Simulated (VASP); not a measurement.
# NbP (I4_1md) in VASP: single point with PBE

Aim: the single point of NbP with PBE.

All numbers are computed with VASP 6.6.1; they aren't measurements. Logs are shortened: lines on timing, memory, paths and dates and some standing lists are left out, and cuts for length are marked.

## Step 1: The cell of the first run

It takes space group I4_1md (No. 109, tetragonal). Conventional cell: a = 3.481 Å, b = 3.481 Å, c = 10.971 Å, α = 90.00°, β = 90.00°, γ = 90.00°. Nb (site symmetry 2mm) has 6 P at 2.53 to 2.62 Å and 4 Nb at 3.25 Å within 3.3 Å. P (site symmetry 2mm) has 6 Nb at 2.53 to 2.62 Å and 4 P at 3.25 Å within 3.3 Å.

## Step 2: Single point, PBE (strain +0.040 along x and y, -0.040 along z)

File INCAR:

```
  PREC = Accurate
  ENCUT = 520
  EDIFF = 1E-7
  ISMEAR = 0
  SIGMA = 0.15
  LREAL = F
  LASPH = T
  NELM = 80
  ALGO = Normal
  ISIF = 2
  LWAVE = F
  LCHARG = T
  GGA = PE
  LELF = T
  LVHAR = T
  NBANDS = 26
```

File KPOINTS:

```
Automatic mesh
0
Gamma
  20 20 20
```

File POSCAR:

```
NbP
1.0
   -1.7404643597      1.7404643597      5.4854229416
    1.7404643597     -1.7404643597      5.4854229416
    1.7404643597      1.7404643597     -5.4854229416
Nb P
2 2
Direct
    0.7500346828      0.7500346828      0.0000000000
    0.5000346828      0.0000346828      0.5000000000
    0.3325938922      0.3325938922      0.0000000000
    0.0825938922      0.5825938922      0.5000000000
```

Potentials or basis: VASP PAW PBE potentials, release 64 (Nb_sv, P).

Started as:

```sh
> cat potpaw_PBE.64/Nb_sv/POTCAR potpaw_PBE.64/P/POTCAR > POTCAR
> mpirun -np 1 vasp_std > vasp.out
```

OUTCAR:

```text
PREC = Accurate
   ENCUT = 520
   EDIFF = 1E-7
   ISMEAR = 0
   LREAL = F
   LASPH = T
   NELM = 80
   ISIF = 2
   GGA = PE

 ion  position               nearest neighbor table
   1  0.750  0.750  0.000-   4 2.53   4 2.53   3 2.62   3 2.62   3 2.62   3 2.62
   2  0.500  0.000  0.500-   3 2.53   3 2.53   4 2.62   4 2.62   4 2.62   4 2.62
   3  0.333  0.333  0.000-   2 2.53   2 2.53   1 2.62   1 2.62   1 2.62   1 2.62
   4  0.083  0.583  0.500-   1 2.53   1 2.53   2 2.62   2 2.62   2 2.62   2 2.62

  LATTYP: Found a body centered tetragonal cell.
 ALAT       =     3.4809287194
 C/A-ratio  =     3.1517008154

  Lattice vectors:

 A1 = (  -1.7404643597,   1.7404643597,   5.4854229416)
 A2 = (   1.7404643597,  -1.7404643597,   5.4854229416)
 A3 = (   1.7404643597,   1.7404643597,  -5.4854229416)

Analysis of symmetry for initial positions (statically):
=====================================================================
 Subroutine PRICEL returns:
 Original cell was already a primitive cell.

 Routine SETGRP: Setting up the symmetry group for a
 body centered tetragonal supercell.

 Subroutine GETGRP returns: Found  8 space group operations
 (whereof  4 operations were pure point group operations)
 out of a pool of 16 trial point group operations.

The static configuration has the point symmetry C_2v.
 The point group associated with its full space group is C_4v.

Analysis of symmetry for dynamics (positions and initial velocities):
=====================================================================
 Subroutine PRICEL returns:
 Original cell was already a primitive cell.

 Routine SETGRP: Setting up the symmetry group for a
 body centered tetragonal supercell.

 Subroutine GETGRP returns: Found  8 space group operations
 (whereof  4 operations were pure point group operations)
 out of a pool of 16 trial point group operations.

The dynamic configuration has the point symmetry C_2v.
 The point group associated with its full space group is C_4v.

 Subroutine INISYM returns: Found  8 space group operations
 (whereof  4 operations are pure point group operations),
 and found     1 'primitive' translations

----------------------------------------------------------------------------------------

                                     Primitive cell

  volume of cell :      66.4661

  direct lattice vectors                    reciprocal lattice vectors
    -1.740464360  1.740464360  5.485422942     0.000000000  0.287279655  0.091150674
     1.740464360 -1.740464360  5.485422942     0.287279655  0.000000000  0.091150674
     1.740464360  1.740464360 -5.485422942     0.287279655  0.287279655  0.000000000

  length of vectors
     6.012345401  6.012345401  6.012345401     0.301393506  0.301393506  0.406274784

  position of ions in fractional coordinates (direct lattice)
     0.750034683  0.750034683  0.000000000
     0.500034683  0.000034683  0.500000000
     0.332593892  0.332593892  0.000000000
     0.082593892  0.582593892  0.500000000

  ion indices of the primitive-cell ions
   primitive index   ion index
                 1           1
                 2           2
                 3           3
                 4           4

----------------------------------------------------------------------------------------

 KPOINTS: Automatic mesh

Automatic generation of k-mesh.
 Grid dimensions read from file:
 generate k-points for:   20   20   20

 Generating k-lattice:

  Cartesian coordinates                     Fractional coordinates (reciprocal lattice)
     0.000000000  0.014363983  0.004557534     0.050000000  0.000000000  0.000000000
     0.014363983  0.000000000  0.004557534     0.000000000  0.050000000  0.000000000
     0.014363983  0.014363983  0.000000000     0.000000000  0.000000000  0.050000000

  Length of vectors
     0.015069675  0.015069675  0.020313739

  Shift w.r.t. Gamma in fractional coordinates (k-lattice)
     0.000000000  0.000000000  0.000000000

 Subroutine IBZKPT returns following result:
 ===========================================

 Found    641 irreducible k-points:

 Following reciprocal coordinates:
            Coordinates               Weight
  0.000000  0.000000  0.000000      1.000000
  0.050000  0.000000  0.000000      8.000000
  0.100000  0.000000 -0.000000      8.000000
  0.150000  0.000000 -0.000000      8.000000
  0.200000  0.000000 -0.000000      8.000000
  0.250000  0.000000 -0.000000      8.000000
[... 16 lines left out ...]
 -0.400000  0.050000  0.000000     16.000000
 -0.350000  0.050000  0.000000     16.000000
 [... further k-points ...]
   k-points           NKPTS =    641   k-points in BZ     NKDIM =    641   number of bands    NBANDS=     26
   number of dos      NEDOS =    301   number of ions     NIONS =      4
   total plane-waves  NPLWV = 110592
   dimension x,y,z NGX =    48 NGY =   48 NGZ =   48
   dimension x,y,z NGXF=    96 NGYF=   96 NGZF=   96
   ions per type =               2   2
   NGX,Y,Z   is equivalent  to a cutoff of  13.27, 13.27, 13.27 a.u.
   NGXF,Y,Z  is equivalent  to a cutoff of  26.54, 26.54, 26.54 a.u.
 SYSTEM =  unknown system
   PREC   = accura    normal or accurate (medium, high low for compatibility)
   ISTART =      0    job   : 0-new  1-cont  2-samecut
   ICHARG =      2    charge: 1-file 2-atom 10-const
   ISPIN  =      1    spin polarized calculation?
   LNONCOLLINEAR =      F non collinear calculations
   LSORBIT =      F    spin-orbit coupling
   LASPH  =      T    aspherical Exc in radial PAW
   ENCUT  =  520.0 eV  38.22 Ry    6.18 a.u.  11.18 11.18 11.18*2*pi/ulx,y,z
   NELM   =     80;   NELMIN=  2; NELMDL= -5     # of ELM steps
   EDIFF  = 0.1E-06   stopping-criterion for ELM
   LREAL  =      F    real-space projection
   EDIFFG = 0.1E-05   stopping-criterion for IOM
   NSW    =      0    number of steps for IOM
   IBRION =     -1    ionic relax: 0-MD 1-quasi-New 2-CG
   NFREE  =      0    steps in history (QN), initial steepest desc. (CG)
   ISIF   =      2    stress and relaxation
   ISYM   =      2    0-nonsym 1-usesym 2-fastsym
   POTIM  = 0.5000    time-step for ionic-motion
   TEBEG  =    0.0;   TEEND  =   0.0 temperature during run
   PSTRESS=    0.0 pullay stress
   NELECT =      36.0000    total number of electrons
   NUPDOWN=      -1.0000    fix difference up-down
   EMIN   =  10.00;   EMAX   =-10.00  energy-range for DOS
   EFERMI =   0.00;   METHOD = LEGACY
   ISMEAR =     0;   SIGMA  =   0.15  broadening in eV -4-tet -1-fermi 0-gaus
   EFERMI_NEDOS =   21; number of points for ismear=-14 and -15
   IALGO  =     38    algorithm
   IMIX   =      4    mixing-type and parameters
     AMIX     =   0.40;   BMIX     =  1.00
     AMIX_MAG =   1.60;   BMIX_MAG =  1.00
  volume/ion in A,a.u.               =      16.62       112.13
  Fermi-wavevector in a.u.,A,eV,Ry     =   1.334470  2.521783 24.229400  1.780811
  Thomas-Fermi vector in A             =   2.463249
   LORBIT       =      0    0 simple, 1 ext, 2 COOP (PROOUT), +10 PAW based schemes
   GGA     = PE    functional components
   LHFCALC =     F    Hartree Fock is set to
   AEXX    =    0.0000 exact exchange contribution
   IVDW    =     0    specifies the selected vdW correction
   LEPSILON=     F    determine dielectric tensor
   LRPA    =     F    only Hartree local field effects (RPA)
 non-spin polarized calculation
 Gauss-broadening in eV      SIGMA  =   0.15
  energy-cutoff  :      520.00
  volume of cell :       66.47
 maximum number of plane-waves:      1825
 NGX is ok and might be reduce to    48
   NGX = 23   NGY = 23   NGZ = 23

 number of electron      35.9999999 magnetization

 Free energy of the ion-electron system (eV)
  ---------------------------------------------------
  ext. energy  EPLUGINS =         0.00000000
  ---------------------------------------------------
  free energy    TOTEN  =       -35.08037398 eV

  energy without entropy =      -35.07512785  energy(sigma->0) =      -35.07775092

 E-fermi :  10.1667     XC(G=0): -11.8447

 val. band max:       10.1660085576   @ k =  -0.4000   0.4000   0.4000
 cond. band min:      10.1673008585   @ k =  -0.0500  -0.3500   0.0500
 fundamental gap:      0.0012923010
 Fermi energy:        10.1666569668

 k-point     1 :       0.0000    0.0000    0.0000
  band No.  band energies     occupation
      1     -44.8535      2.00000
      2     -44.8060      2.00000
      3     -21.0713      2.00000
      4     -20.9610      2.00000
      5     -20.9610      2.00000
      6     -20.7874      2.00000
[... 18 lines left out ...]
     25      14.0451      0.00000
     26      14.0451      0.00000

 k-point     2 :       0.0500    0.0000    0.0000
  band No.  band energies     occupation
      1     -44.8530      2.00000
      2     -44.8060      2.00000
      3     -21.0695      2.00000
      4     -20.9653      2.00000
      5     -20.9607      2.00000
      6     -20.7916      2.00000
[... 18 lines left out ...]
     25      14.1241      0.00000
     26      14.1455      0.00000

 k-point     3 :       0.1000    0.0000   -0.0000
  band No.  band energies     occupation
      1     -44.8516      2.00000
      2     -44.8060      2.00000
      3     -21.0650      2.00000
      4     -20.9771      2.00000
      5     -20.9598      2.00000
      6     -20.8038      2.00000
[... 18 lines left out ...]
     25      14.2843      0.00000
     26      14.4179      0.00000

 k-point     4 :       0.1500    0.0000   -0.0000
  band No.  band energies     occupation
      1     -44.8494      2.00000
      2     -44.8059      2.00000
      3     -21.0607      2.00000
      4     -20.9927      2.00000
      5     -20.9585      2.00000
      6     -20.8221      2.00000
[... 18 lines left out ...]
     25      14.5003      0.00000
     26      14.8004      0.00000
[... 496 lines left out ...]
      1     -44.8318      2.00000
      2     -44.8074      2.00000
      3     -21.1667      2.00000
      4     -20.9976      2.00000
      5     -20.9529      2.00000
      6     -20.8868      2.00000
[... 18 lines left out ...]
     25      14.6465      0.00000
     26      16.0991      0.00000

 k-point    23 :      -0.4000    0.0500    0.0000
  band No.  band energies     occupation
      1     -44.8339      2.00000
      2     -44.8067      2.00000
      3     -21.1534      2.00000
      4     -20.9939      2.00000
      5     -20.9534      2.00000
      6     -20.8929      2.00000
[... 18 lines left out ...]
     25      14.4495      0.00000
     26      16.2099      0.00000

 k-point    24 :      -0.3500    0.0500    0.0000
  band No.  band energies     occupation
      1     -44.8368      2.00000
      2     -44.8061      2.00000
      3     -21.1330      2.00000
      4     -20.9924      2.00000
      5     -20.9543      2.00000
      6     -20.8940      2.00000
[... 18 lines left out ...]
     25      14.6201      0.00000
     26      16.1611      0.00000

 [... further k-points ...]

------------------------ aborting loop because EDIFF is reached ----------------------------------------

  FORCE on cell =-STRESS in cart. coord.  units (eV):
  Direction    XX          YY          ZZ          XY          YZ          ZX
  --------------------------------------------------------------------------------------
  -------------------------------------------------------------------------------------
  Total       -5.3709953     -5.3709953      1.2527991      0.0000000      0.0000000      0.0000000
  in kB     -129.4687555   -129.4687555     30.1989362      0.0000000      0.0000000      0.0000000
  external PRESSURE =     -76.2461916 kB  Pullay stress =       0.0000000 kB

 VOLUME and BASIS-vectors are now :
 -----------------------------------------------------------------------------
  energy-cutoff  :      520.00
  volume of cell :       66.47
      direct lattice vectors                 reciprocal lattice vectors
    -1.740464360  1.740464360  5.485422942     0.000000000  0.287279655  0.091150674
     1.740464360 -1.740464360  5.485422942     0.287279655  0.000000000  0.091150674
     1.740464360  1.740464360 -5.485422942     0.287279655  0.287279655  0.000000000

 POSITION                                       TOTAL-FORCE (eV/Angst)
 -----------------------------------------------------------------------------------
      0.00000      0.00000      8.22851        -0.000000      0.000000      0.334499
      0.00000      1.74046      0.00038         0.000000     -0.000000      0.334499
      0.00000      0.00000      3.64884         0.000000      0.000000     -0.334499
      1.74046      0.00000      0.90612        -0.000000     -0.000000     -0.334499
 -----------------------------------------------------------------------------------
    total drift:                               -0.000000     -0.000000     -0.000092

  FREE ENERGIE OF THE ION-ELECTRON SYSTEM (eV)
  ---------------------------------------------------
  free  energy   TOTEN  =       -35.0803739825 eV

  energy  without entropy=      -35.0751278535  energy(sigma->0) =      -35.07775092
```

It took 49 min on 1 thread of AMD EPYC 7R13, shared host; peak memory 1 GiB.

Results:

- Free energy: -35.0804 eV
- Pressure: -7.6 GPa
- Largest force: 0.334 eV/Å
- Band gap on the k mesh: zero (bands 18 and 19 overlap by 0.03 eV)

Forces on the atoms (eV/Å):
```
Nb   0.000  0.000  0.334
Nb   0.000  0.000  0.334
P    0.000  0.000 -0.334
P    0.000  0.000 -0.334
```

Stress tensor (GPa, compression positive):
```
-12.95   0.00   0.00
  0.00 -12.95   0.00
  0.00   0.00   3.02
```

Levels at points of the mesh, in eV from the Fermi level:
| k point | band 16 | band 17 | band 18 | band 19 | band 20 | band 21 |
| --- | --- | --- | --- | --- | --- | --- |
| (0.00, 0.00, 0.00) | -1.49 | -1.49 | -1.13 | 0.44 | 1.45 | 2.70 |
| (0.50, 0.00, 0.00) | -1.70 | -1.16 | -0.05 | 0.24 | 1.22 | 2.08 |
| (0.50, 0.50, 0.00) | -2.49 | -0.58 | -0.58 | 2.41 | 2.41 | 2.88 |
| (0.50, 0.50, 0.50) | -2.52 | -0.94 | -0.94 | 0.90 | 0.90 | 2.34 |

Caveat: the cell differs from its parent crystal (strain +0.040 along x and y, -0.040 along z); the stress differs along the axes, from -13 to 3 GPa.
